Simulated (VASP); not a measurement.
# TiO2 (Rutile) (P4_2/mnm) in VASP: notebook

TiO2 (Rutile) is run at these levels: PBE, r2SCAN; tasks: electric field gradients.

Program: VASP 6.6.1. These are calculated values, not measurements. Logs are shortened: lines on timing, memory, paths and dates and some standing lists are left out, and cuts for length are marked.

**1. The cell of the first run**

The structure is tetragonal, space group P4_2/mnm (No. 136). The conventional cell has a = 4.592 Å, b = 4.592 Å, c = 2.957 Å, α = 90.00°, β = 90.00°, γ = 90.00°. Ti (site symmetry mmm) has 6 O at 1.95 to 1.98 Å within 2.6 Å. O (site symmetry m2m) has 3 Ti at 1.95 to 1.98 Å and 1 O at 2.53 Å within 2.6 Å.

**2. Electric field gradients, PBE**

File INCAR:

```
SYSTEM = TiO2
  PREC = Accurate
  ENCUT = 520
  EDIFF = 1E-8
  ISMEAR = -1
  SIGMA = 0.02
  LREAL = .FALSE.
  LASPH = .TRUE.
  NELM = 80
  ALGO = Normal
  ISIF = 2
  LWAVE = .FALSE.
  LCHARG = .FALSE.
  GGA = PE
  LEFG = .TRUE.
  NBANDS = 33
```

File KPOINTS:

```
regular mesh
0
G
  7 7 10
  0 0 0
```

File POSCAR:

```
TiO2
1.0
    4.5922000000      0.0000000000      0.0000000000
    0.0000000000      4.5922000000      0.0000000000
    0.0000000000      0.0000000000      2.9574000000
Ti O
2 4
Direct
    0.0000000000      0.0000000000      0.0000000000
    0.5000000000      0.5000000000      0.5000000000
    0.3049600000      0.3049600000      0.0000000000
    0.1950400000      0.8049600000      0.5000000000
    0.6950400000      0.6950400000      0.0000000000
    0.8049600000      0.1950400000      0.5000000000
```

Potentials or basis: VASP PAW PBE potentials, release 64 (Ti_sv, O).

Command:

```console
cat potpaw_PBE.64/Ti_sv/POTCAR potpaw_PBE.64/O/POTCAR > POTCAR
mpirun -np 1 vasp_std > vasp.out
```

OUTCAR:

```text
SYSTEM = TiO2
   PREC = Accurate
   ENCUT = 520
   EDIFF = 1E-8
   ISMEAR = -1
   LREAL = .FALSE.
   LASPH = .TRUE.
   NELM = 80
   ISIF = 2
   GGA = PE

 ion  position               nearest neighbor table
   1  0.000  0.000  0.000-   4 1.95   6 1.95   4 1.95   6 1.95   5 1.98   3 1.98
   2  0.500  0.500  0.500-   3 1.95   5 1.95   3 1.95   5 1.95   4 1.98   6 1.98
   3  0.305  0.305  0.000-   2 1.95   2 1.95   1 1.98
   4  0.195  0.805  0.500-   1 1.95   1 1.95   2 1.98
   5  0.695  0.695  0.000-   2 1.95   2 1.95   1 1.98
   6  0.805  0.195  0.500-   1 1.95   1 1.95   2 1.98

  LATTYP: Found a simple tetragonal cell.
 ALAT       =     4.5922000000
 C/A-ratio  =     0.6440050520

  Lattice vectors:

 A1 = (   4.5922000000,   0.0000000000,   0.0000000000)
 A2 = (   0.0000000000,   4.5922000000,   0.0000000000)
 A3 = (   0.0000000000,   0.0000000000,   2.9574000000)

Analysis of symmetry for initial positions (statically):
=====================================================================
 Subroutine PRICEL returns:
 Original cell was already a primitive cell.

 Routine SETGRP: Setting up the symmetry group for a
 simple tetragonal supercell.

 Subroutine GETGRP returns: Found 16 space group operations
 (whereof  8 operations were pure point group operations)
 out of a pool of 16 trial point group operations.

The static configuration has the point symmetry D_2h.
 The point group associated with its full space group is D_4h.

Analysis of symmetry for dynamics (positions and initial velocities):
=====================================================================
 Subroutine PRICEL returns:
 Original cell was already a primitive cell.

 Routine SETGRP: Setting up the symmetry group for a
 simple tetragonal supercell.

 Subroutine GETGRP returns: Found 16 space group operations
 (whereof  8 operations were pure point group operations)
 out of a pool of 16 trial point group operations.

The dynamic configuration has the point symmetry D_2h.
 The point group associated with its full space group is D_4h.

 Subroutine INISYM returns: Found 16 space group operations
 (whereof  8 operations are pure point group operations),
 and found     1 'primitive' translations

----------------------------------------------------------------------------------------

                                     Primitive cell

  volume of cell :      62.3665

  direct lattice vectors                    reciprocal lattice vectors
     4.592200000  0.000000000  0.000000000     0.217760550  0.000000000  0.000000000
     0.000000000  4.592200000  0.000000000     0.000000000  0.217760550  0.000000000
     0.000000000  0.000000000  2.957400000     0.000000000  0.000000000  0.338134848

  length of vectors
     4.592200000  4.592200000  2.957400000     0.217760550  0.217760550  0.338134848

  position of ions in fractional coordinates (direct lattice)
     0.000000000  0.000000000  0.000000000
     0.500000000  0.500000000  0.500000000
     0.304960000  0.304960000  0.000000000
     0.195040000  0.804960000  0.500000000
     0.695040000  0.695040000  0.000000000
     0.804960000  0.195040000  0.500000000

  ion indices of the primitive-cell ions
   primitive index   ion index
                 1           1
                 2           2
                 3           3
                 4           4
                 5           5
                 6           6

----------------------------------------------------------------------------------------

 KPOINTS: regular mesh

Automatic generation of k-mesh.
 Grid dimensions read from file:
 generate k-points for:    7    7   10

 Generating k-lattice:

  Cartesian coordinates                     Fractional coordinates (reciprocal lattice)
     0.031108650  0.000000000  0.000000000     0.142857143  0.000000000  0.000000000
     0.000000000  0.031108650  0.000000000     0.000000000  0.142857143  0.000000000
     0.000000000  0.000000000  0.033813485     0.000000000  0.000000000  0.100000000

  Length of vectors
     0.031108650  0.031108650  0.033813485

  Shift w.r.t. Gamma in fractional coordinates (k-lattice)
     0.000000000  0.000000000  0.000000000

 Subroutine IBZKPT returns following result:
 ===========================================

 Found     60 irreducible k-points:

 Following reciprocal coordinates:
            Coordinates               Weight
  0.000000  0.000000  0.000000      1.000000
  0.142857  0.000000  0.000000      4.000000
  0.285714  0.000000  0.000000      4.000000
  0.428571  0.000000  0.000000      4.000000
  0.142857  0.142857  0.000000      4.000000
  0.285714  0.142857  0.000000      8.000000
[... 16 lines left out ...]
  0.285714  0.000000  0.200000      8.000000
  0.428571  0.000000  0.200000      8.000000
 [... further k-points ...]
   k-points           NKPTS =     60   k-points in BZ     NKDIM =     60   number of bands    NBANDS=     33
   number of dos      NEDOS =    301   number of ions     NIONS =      6
   total plane-waves  NPLWV =  31104
   dimension x,y,z NGX =    36 NGY =   36 NGZ =   24
   dimension x,y,z NGXF=    72 NGYF=   72 NGZF=   48
   ions per type =               2   4
   NGX,Y,Z   is equivalent  to a cutoff of  13.03, 13.03, 13.49 a.u.
   NGXF,Y,Z  is equivalent  to a cutoff of  26.07, 26.07, 26.98 a.u.
 SYSTEM =  TiO2
   PREC   = accura    normal or accurate (medium, high low for compatibility)
   ISTART =      0    job   : 0-new  1-cont  2-samecut
   ICHARG =      2    charge: 1-file 2-atom 10-const
   ISPIN  =      1    spin polarized calculation?
   LNONCOLLINEAR =      F non collinear calculations
   LSORBIT =      F    spin-orbit coupling
   LASPH  =      T    aspherical Exc in radial PAW
   ENCUT  =  520.0 eV  38.22 Ry    6.18 a.u.   8.54  8.54  5.50*2*pi/ulx,y,z
   NELM   =     80;   NELMIN=  2; NELMDL= -5     # of ELM steps
   EDIFF  = 0.1E-07   stopping-criterion for ELM
   LREAL  =      F    real-space projection
   EDIFFG = 0.1E-06   stopping-criterion for IOM
   NSW    =      0    number of steps for IOM
   IBRION =     -1    ionic relax: 0-MD 1-quasi-New 2-CG
   NFREE  =      0    steps in history (QN), initial steepest desc. (CG)
   ISIF   =      2    stress and relaxation
   ISYM   =      2    0-nonsym 1-usesym 2-fastsym
   POTIM  = 0.5000    time-step for ionic-motion
   TEBEG  =    0.0;   TEEND  =   0.0 temperature during run
   PSTRESS=    0.0 pullay stress
   NELECT =      48.0000    total number of electrons
   NUPDOWN=      -1.0000    fix difference up-down
   EMIN   =  10.00;   EMAX   =-10.00  energy-range for DOS
   EFERMI =   0.00;   METHOD = LEGACY
   ISMEAR =    -1;   SIGMA  =   0.02  broadening in eV -4-tet -1-fermi 0-gaus
   EFERMI_NEDOS =   21; number of points for ismear=-14 and -15
   IALGO  =     38    algorithm
   IMIX   =      4    mixing-type and parameters
     AMIX     =   0.40;   BMIX     =  1.00
     AMIX_MAG =   1.60;   BMIX_MAG =  1.00
  volume/ion in A,a.u.               =      10.39        70.15
  Fermi-wavevector in a.u.,A,eV,Ry     =   1.500277  2.835112 30.624403  2.250830
  Thomas-Fermi vector in A             =   2.611798
   LORBIT       =      0    0 simple, 1 ext, 2 COOP (PROOUT), +10 PAW based schemes
   GGA     = PE    functional components
   LHFCALC =     F    Hartree Fock is set to
   AEXX    =    0.0000 exact exchange contribution
   IVDW    =     0    specifies the selected vdW correction
   LEPSILON=     F    determine dielectric tensor
   LRPA    =     F    only Hartree local field effects (RPA)
 non-spin polarized calculation
  energy-cutoff  :      520.00
  volume of cell :       62.37
 maximum number of plane-waves:      1696
 NGX is ok and might be reduce to    36
   NGX = 17   NGY = 17   NGZ = 11

 number of electron      48.0000022 magnetization

 Free energy of the ion-electron system (eV)
  ---------------------------------------------------
  ext. energy  EPLUGINS =         0.00000000
  ---------------------------------------------------
  free energy    TOTEN  =       -53.64217745 eV

  energy without entropy =      -53.64217745  energy(sigma->0) =      -53.64217745

 E-fermi :   5.3090     XC(G=0): -11.4176

 val. band max:        4.8599108911   @ k =   0.0000   0.0000   0.0000
 cond. band min:       6.7309445300   @ k =   0.0000   0.0000   0.0000
 fundamental gap:      1.8710336389
 Fermi energy:         5.3090369847

 k-point     1 :       0.0000    0.0000    0.0000
  band No.  band energies     occupation
      1     -52.0542      2.00000
      2     -52.0369      2.00000
      3     -28.3637      2.00000
      4     -28.3637      2.00000
      5     -28.1970      2.00000
      6     -28.1970      2.00000
[... 25 lines left out ...]
     32      11.4878      0.00000
     33      11.4878      0.00000

 k-point     2 :       0.1429    0.0000    0.0000
  band No.  band energies     occupation
      1     -52.0533      2.00000
      2     -52.0378      2.00000
      3     -28.3572      2.00000
      4     -28.3565      2.00000
      5     -28.2050      2.00000
      6     -28.2043      2.00000
[... 25 lines left out ...]
     32      11.4178      0.00000
     33      11.4330      0.00000
[... 754 lines left out ...]
     32      10.4881      0.00000
     33      10.9523      0.00000

 k-point    24 :       0.4286    0.0000    0.2000
  band No.  band energies     occupation
      1     -52.0331      2.00000
      2     -52.0300      2.00000
      3     -28.3262      2.00000
      4     -28.3158      2.00000
      5     -28.2787      2.00000
      6     -28.2687      2.00000
[... 25 lines left out ...]
     32      10.2474      0.00000
     33      11.1714      0.00000

 [... further k-points ...]
[... 5 lines left out ...]
  --------------------------------------------------------------------------------------
  -------------------------------------------------------------------------------------
  Total        2.4309311      2.4309311      2.2406783      0.0000000      0.0000000      0.0000000
  in kB       62.4498751     62.4498751     57.5623388      0.0000000      0.0000000      0.0000000
  external PRESSURE =      60.8206963 kB  Pullay stress =       0.0000000 kB

 VOLUME and BASIS-vectors are now :
 -----------------------------------------------------------------------------
  energy-cutoff  :      520.00
  volume of cell :       62.37
      direct lattice vectors                 reciprocal lattice vectors
     4.592200000  0.000000000  0.000000000     0.217760550  0.000000000  0.000000000
     0.000000000  4.592200000  0.000000000     0.000000000  0.217760550  0.000000000
     0.000000000  0.000000000  2.957400000     0.000000000  0.000000000  0.338134848

 POSITION                                       TOTAL-FORCE (eV/Angst)
 -----------------------------------------------------------------------------------
      0.00000      0.00000      0.00000         0.000000      0.000000     -0.000000
      2.29610      2.29610      1.47870         0.000000      0.000000     -0.000000
      1.40044      1.40044      0.00000        -0.088920     -0.088920      0.000000
      0.89566      3.69654      1.47870         0.088920     -0.088920      0.000000
      3.19176      3.19176      0.00000         0.088920      0.088920     -0.000000
      3.69654      0.89566      1.47870        -0.088920      0.088920     -0.000000
 -----------------------------------------------------------------------------------
    total drift:                                0.000000      0.000000     -0.000000

  FREE ENERGIE OF THE ION-ELECTRON SYSTEM (eV)
  ---------------------------------------------------
  free  energy   TOTEN  =       -53.6421774542 eV

  energy  without entropy=      -53.6421774542  energy(sigma->0) =      -53.64217745

 Electric field gradients (V/A^2)
---------------------------------------------------------------------
 ion       V_xx      V_yy      V_zz      V_xy      V_xz      V_yz
---------------------------------------------------------------------
   1      11.022    11.022   -22.045     3.614     0.000    -0.000
   2      11.022    11.022   -22.045    -3.614     0.000    -0.000
   3       0.585     0.585    -1.170    21.920     0.000    -0.000
   4       0.585     0.585    -1.170   -21.920    -0.000     0.000
   5       0.585     0.585    -1.170    21.920     0.000     0.000
   6       0.585     0.585    -1.170   -21.920    -0.000     0.000
---------------------------------------------------------------------

 Electric field gradients after diagonalization (V/A^2)
 (convention: |V_zz| > |V_xx| > |V_yy|)
----------------------------------------------------------------------
 ion       V_xx      V_yy      V_zz     asymmetry (V_yy - V_xx)/ V_zz
----------------------------------------------------------------------
   1      14.637     7.408   -22.045       0.328
   2      14.637     7.408   -22.045       0.328
   3     -21.335    -1.170    22.505       0.896
   4     -21.335    -1.170    22.505       0.896
   5     -21.335    -1.170    22.505       0.896
   6     -21.335    -1.170    22.505       0.896
----------------------------------------------------------------------

           NMR quadrupolar parameters

 Cq : quadrupolar parameter    Cq=e*Q*V_zz/h
 eta: asymmetry parameters     (V_yy - V_xx)/ V_zz
 Q  : nuclear electric quadrupole moment in mb (millibarn)
----------------------------------------------------------------------
 ion       Cq(MHz)       eta       Q (mb)
----------------------------------------------------------------------
   1      -0.053       0.328       1.000
   2      -0.053       0.328       1.000
   3       0.054       0.896       1.000
   4       0.054       0.896       1.000
   5       0.054       0.896       1.000
   6       0.054       0.896       1.000
----------------------------------------------------------------------
```

It took 2.3 min on 1 thread of Intel Xeon Platinum 8259CL at 2.50GHz (Skylake/Cascade Lake), shared host; peak memory 0.23 GiB.

Results:

| Item | Value |
| --- | --- |
| Free energy | -53.6422 eV |
| Pressure | 6.1 GPa |
| Largest force | 0.126 eV/Å |
| Band gap on the k mesh | 1.87 eV, direct |

Forces in eV/Å, atoms in the order of the input:
```
Ti   0.000  0.000  0.000
Ti   0.000  0.000  0.000
O   -0.089 -0.089  0.000
O    0.089 -0.089  0.000
O    0.089  0.089  0.000
O   -0.089  0.089  0.000
```

Stress tensor (GPa, compression positive):
```
6.24 0.00 0.00
0.00 6.24 0.00
0.00 0.00 5.76
```

Electric field gradients, principal values (V/Å²):
```csv
atom,least,middle,greatest (by size)
1 Ti,7.408,14.637,-22.045
2 Ti,7.408,14.637,-22.045
3 O,-1.170,-21.335,22.505
4 O,-1.170,-21.335,22.505
5 O,-1.170,-21.335,22.505
6 O,-1.170,-21.335,22.505
```

Caveat: without QUAD_EFG the Cq values of the log hold for a quadrupole moment of 1 mb, not for the nuclei. PBE gaps usually lie below the measured ones, often by a third to a half.

[end of part 1 of 2]
